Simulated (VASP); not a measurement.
# In (P6_3/mmc) in VASP: notebook, part 2 of 2

VASP 6.6.1. The steps go on from the part before.

## (3) Relaxation of cell and atoms, PBE, target pressure 6.2 GPa, at which the enthalpy is minimised

This run uses another cell than the first one, of the same volume but with other edges.

INCAR reads:

```
PREC = Accurate ; ENCUT = 600
EDIFF = 1E-6 ; ISMEAR = -1
SIGMA = 0.05 ; LREAL = F
LASPH = T ; NELM = 60
ALGO = Normal ; ISIF = 3
LWAVE = F ; LCHARG = F
GGA = PE ; IBRION = 2
NSW = 60 ; EDIFFG = -0.005
PSTRESS = 62.0
```

KPOINTS reads:

```
Automatic mesh
0
Gamma
  14 14 8
```

POSCAR reads:

```
In
1.0
    3.2628906652      0.0000000000      0.0000000000
   -1.6314453326      2.8257462058      0.0000000000
    0.0000000000      0.0000000000      5.2858828776
In
2
Direct
    0.3333333333      0.6666666667      0.2500000000
    0.6666666667      0.3333333333      0.7500000000
```

Potentials or basis: VASP PAW PBE potentials, release 64 (In_d).

Started as:

```sh
> cat potpaw_PBE.64/In_d/POTCAR > POTCAR
> mpirun -np 1 vasp_std > vasp.out
```

OUTCAR:

```text
PREC = Accurate
   ENCUT = 600
   EDIFF = 1E-6
   ISMEAR = -1
   LREAL = F
   LASPH = T
   NELM = 60
   ISIF = 3
   GGA = PE
   IBRION = 2
   NSW = 60
   EDIFFG = -0.005
   PSTRESS = 62.0

 ion  position               nearest neighbor table
   1  0.333  0.667  0.250-   2 3.25   2 3.25   2 3.25   2 3.25   2 3.25   2 3.25
   2  0.667  0.333  0.750-   1 3.25   1 3.25   1 3.25   1 3.25   1 3.25   1 3.25

  LATTYP: Found a hexagonal cell.
 ALAT       =     3.2628906652
 C/A-ratio  =     1.6200000000

  Lattice vectors:

 A1 = (   3.2628906652,   0.0000000000,   0.0000000000)
 A2 = (  -1.6314453326,   2.8257462058,   0.0000000000)
 A3 = (   0.0000000000,   0.0000000000,   5.2858828776)

Analysis of symmetry for initial positions (statically):
=====================================================================
 Subroutine PRICEL returns:
 Original cell was already a primitive cell.

 Routine SETGRP: Setting up the symmetry group for a
 hexagonal supercell.

 Subroutine GETGRP returns: Found 24 space group operations
 (whereof 12 operations were pure point group operations)
 out of a pool of 24 trial point group operations.

The static configuration has the point symmetry D_3d.
 The point group associated with its full space group is D_6h.

Analysis of symmetry for dynamics (positions and initial velocities):
=====================================================================
 Subroutine PRICEL returns:
 Original cell was already a primitive cell.

 Routine SETGRP: Setting up the symmetry group for a
 hexagonal supercell.

 Subroutine GETGRP returns: Found 24 space group operations
 (whereof 12 operations were pure point group operations)
 out of a pool of 24 trial point group operations.

The dynamic configuration has the point symmetry D_3d.
 The point group associated with its full space group is D_6h.

 Subroutine INISYM returns: Found 24 space group operations
 (whereof 12 operations are pure point group operations),
 and found     1 'primitive' translations

----------------------------------------------------------------------------------------

                                     Primitive cell

  volume of cell :      48.7364

  direct lattice vectors                    reciprocal lattice vectors
     3.262890665  0.000000000  0.000000000     0.306476711  0.176944412  0.000000000
    -1.631445333  2.825746206  0.000000000     0.000000000  0.353888823  0.000000000
     0.000000000  0.000000000  5.285882878     0.000000000  0.000000000  0.189183155

  length of vectors
     3.262890665  3.262890665  5.285882878     0.353888823  0.353888823  0.189183155

  position of ions in fractional coordinates (direct lattice)
     0.333333333  0.666666667  0.250000000
     0.666666667  0.333333333  0.750000000

  ion indices of the primitive-cell ions
   primitive index   ion index
                 1           1
                 2           2

----------------------------------------------------------------------------------------

 KPOINTS: Automatic mesh

Automatic generation of k-mesh.
[... 26 lines left out ...]
  0.214286  0.000000  0.000000      6.000000
  0.285714  0.000000  0.000000      6.000000
  0.357143  0.000000  0.000000      6.000000
[... 16 lines left out ...]
  0.285714  0.285714  0.000000      6.000000
  0.357143  0.285714  0.000000      6.000000
 [... further k-points ...]
   k-points           NKPTS =    120   k-points in BZ     NKDIM =    120   number of bands    NBANDS=     17
   number of dos      NEDOS =    301   number of ions     NIONS =      2
   total plane-waves  NPLWV =  32928
   dimension x,y,z NGX =    28 NGY =   28 NGZ =   42
   dimension x,y,z NGXF=    56 NGYF=   56 NGZF=   84
   ions per type =               2
   NGX,Y,Z   is equivalent  to a cutoff of  14.27, 14.27, 13.21 a.u.
   NGXF,Y,Z  is equivalent  to a cutoff of  28.53, 28.53, 26.42 a.u.
 SYSTEM =  unknown system
   PREC   = accura    normal or accurate (medium, high low for compatibility)
   ISTART =      0    job   : 0-new  1-cont  2-samecut
   ICHARG =      2    charge: 1-file 2-atom 10-const
   ISPIN  =      1    spin polarized calculation?
   LNONCOLLINEAR =      F non collinear calculations
   LSORBIT =      F    spin-orbit coupling
   LASPH  =      T    aspherical Exc in radial PAW
   ENCUT  =  600.0 eV  44.10 Ry    6.64 a.u.   6.52  6.52 10.56*2*pi/ulx,y,z
   NELM   =     60;   NELMIN=  2; NELMDL= -5     # of ELM steps
   EDIFF  = 0.1E-05   stopping-criterion for ELM
   LREAL  =      F    real-space projection
   EDIFFG = -.5E-02   stopping-criterion for IOM
   NSW    =     60    number of steps for IOM
   IBRION =      2    ionic relax: 0-MD 1-quasi-New 2-CG
   NFREE  =      1    steps in history (QN), initial steepest desc. (CG)
   ISIF   =      3    stress and relaxation
   ISYM   =      2    0-nonsym 1-usesym 2-fastsym
   POTIM  = 0.5000    time-step for ionic-motion
   TEBEG  =    0.0;   TEEND  =   0.0 temperature during run
   PSTRESS=   62.0 pullay stress
   NELECT =      26.0000    total number of electrons
   NUPDOWN=      -1.0000    fix difference up-down
   EMIN   =  10.00;   EMAX   =-10.00  energy-range for DOS
   EFERMI =   0.00;   METHOD = LEGACY
   ISMEAR =    -1;   SIGMA  =   0.05  broadening in eV -4-tet -1-fermi 0-gaus
   EFERMI_NEDOS =   21; number of points for ismear=-14 and -15
   IALGO  =     38    algorithm
   IMIX   =      4    mixing-type and parameters
     AMIX     =   0.40;   BMIX     =  1.00
     AMIX_MAG =   1.60;   BMIX_MAG =  1.00
  volume/ion in A,a.u.               =      24.37       164.44
  Fermi-wavevector in a.u.,A,eV,Ry     =   1.327746  2.509075 23.985825  1.762908
  Thomas-Fermi vector in A             =   2.457035
   LORBIT       =      0    0 simple, 1 ext, 2 COOP (PROOUT), +10 PAW based schemes
   GGA     = PE    functional components
   LHFCALC =     F    Hartree Fock is set to
   AEXX    =    0.0000 exact exchange contribution
   IVDW    =     0    specifies the selected vdW correction
   LEPSILON=     F    determine dielectric tensor
   LRPA    =     F    only Hartree local field effects (RPA)
 conjugate gradient relaxation of ions
 non-spin polarized calculation
  energy-cutoff  :      600.00
  volume of cell :       48.74
 maximum number of plane-waves:      1657
 NGX is ok and might be reduce to    28

--------------------------------------- Ionic step        1  -------------------------------------------

 number of electron      26.0000001 magnetization

 Free energy of the ion-electron system (eV)
  ---------------------------------------------------
  ext. energy  EPLUGINS =         0.00000000
  ---------------------------------------------------
  free energy    TOTEN  =        -4.99645316 eV

  energy without entropy =       -4.98828800  energy(sigma->0) =       -4.99237058

------------------------ aborting loop because EDIFF is reached ----------------------------------------

  FORCE on cell =-STRESS in cart. coord.  units (eV):
  Direction    XX          YY          ZZ          XY          YZ          ZX
  --------------------------------------------------------------------------------------
  -------------------------------------------------------------------------------------
  Total        1.8129595      1.8129595      2.0634843      0.0000000      0.0000000      0.0000000
  in kB       59.5998938     59.5998938     67.8357375      0.0000000      0.0000000      0.0000000
  external PRESSURE =       0.3451750 kB  Pullay stress =      62.0000000 kB
[... 253 lines left out ...]
--------------------------------------- Ionic step        8  -------------------------------------------

 number of electron      25.9999993 magnetization

 Free energy of the ion-electron system (eV)
  ---------------------------------------------------
  ext. energy  EPLUGINS =         0.00000000
  ---------------------------------------------------
  free energy    TOTEN  =        -5.00035818 eV

  energy without entropy =       -4.99370992  energy(sigma->0) =       -4.99703405

 E-fermi :   8.4493     XC(G=0): -10.5975

 val. band max:        8.4013522437   @ k =   0.3571   0.2857   0.2500
 cond. band min:       8.4639218372   @ k =   0.4286   0.1429   0.1250
 fundamental gap:      0.0625695934
 Fermi energy:         8.4492655036

 k-point     1 :       0.0000    0.0000    0.0000
  band No.  band energies     occupation
      1      -6.4541      2.00000
      2      -6.3787      2.00000
      3      -6.3278      2.00000
      4      -6.3278      2.00000
      5      -6.2950      2.00000
      6      -6.2950      2.00000
[... 457 lines left out ...]
      4      -6.2770      2.00000
      5      -6.2481      2.00000
      6      -6.1870      2.00000
[... 9 lines left out ...]
     16      10.6552      0.00000
     17      11.5344      0.00000

 [... further k-points ...]

------------------------ aborting loop because EDIFF is reached ----------------------------------------

  FORCE on cell =-STRESS in cart. coord.  units (eV):
  Direction    XX          YY          ZZ          XY          YZ          ZX
  --------------------------------------------------------------------------------------
  -------------------------------------------------------------------------------------
  Total        1.8829040      1.8829040      1.8863424      0.0000000     -0.0000000      0.0000000
  in kB       61.9208685     61.9208685     62.0339428      0.0000000     -0.0000000      0.0000000
  external PRESSURE =      -0.0414401 kB  Pullay stress =      62.0000000 kB
[... 21 lines left out ...]
  energy  without entropy=       -4.9937099188  energy(sigma->0) =       -4.99703405

  enthalpy is  TOTEN    =        -3.1150479526 eV   P V=        1.8853102275

 reached required accuracy - stopping structural energy minimisation
```

CONTCAR:

```text
In
   1.00000000000000
     3.2263304371963351   -0.0000000000000001    0.0000000000000000
    -1.6131652185981675    2.7940841195541308    0.0000000000000000
     0.0000000000000000    0.0000000000000000    5.4044735305666771
  In
     2
Direct
     0.3333333332999970    0.6666666667000030    0.2500000000000000
     0.6666666667000030    0.3333333332999970    0.7500000000000000

  0.00000000E+00  0.00000000E+00  0.00000000E+00
  0.00000000E+00  0.00000000E+00  0.00000000E+00
```

It took 3.5 min on 1 thread of Intel Xeon 6975P-C (Granite Rapids), shared host; peak memory 0.26 GiB.

Results:

| Quantity | Value |
| --- | --- |
| Free energy | -5.0004 eV |
| Relaxed volume | 24.36 Å³/atom |
| Relaxed cell | a = 3.226 Å, b = 3.226 Å, c = 5.404 Å, α = 90.00°, β = 90.00°, γ = 120.00° |
| Space group after relaxing (to 0.1 Å) | P6_3/mmc (No. 194) |
| Energy change on relaxing (the run minimises the enthalpy) | -2.0 meV/atom |
| Ionic steps | 8 |
| Pressure after relaxing | 6.2 GPa |
| Band gap on the k mesh | zero (bands 13 and 14 overlap by 6.65 eV) |

The path:
```
step  energy change (eV)  largest force (eV/Å)  pressure (GPa)  volume (Å³)
   1              0.0000                0.0000            6.23        48.74
   2             -0.0025                0.0000            6.19        48.77
   3             -0.0093                0.0000            6.06        48.88
   4             -0.0124                0.0000            5.82        49.05
   5             -0.0117                0.0000            5.89        48.92
   6              0.0114                0.0000            6.69        48.35
   7             -0.0055                0.0000            6.14        48.76
   8             -0.0039                0.0000            6.20        48.72
```

Final structure:
```yaml
crystal:
  lattice:
    - [3.22633, 0.00000, 0.00000]
    - [-1.61317, 2.79408, 0.00000]
    - [0.00000, 0.00000, 5.40447]
  atoms:
    - { symbol: In, position: [0.33333, 0.66667, 0.25000] }
    - { symbol: In, position: [0.66667, 0.33333, 0.75000] }
```

Levels at points of the mesh, in eV from the Fermi level:
```csv
k point,band 11,band 12,band 13,band 14,band 15,band 16
"(0.00, 0.00, 0.00)",-10.14,-4.73,-3.88,9.13,9.13,10.52
"(0.50, 0.00, 0.00)",-4.99,-4.44,0.16,0.22,0.79,2.89
"(0.00, 0.00, 0.50)",-8.71,-8.71,2.82,2.82,10.18,10.18
"(0.50, 0.00, 0.50)",-3.65,-3.65,-2.94,-2.94,5.97,5.97
```

Caveat: the cell is relaxed towards a set pressure, so the run minimises the enthalpy, not the energy; spin-orbit coupling is left out, which moves the levels of the heavy elements.
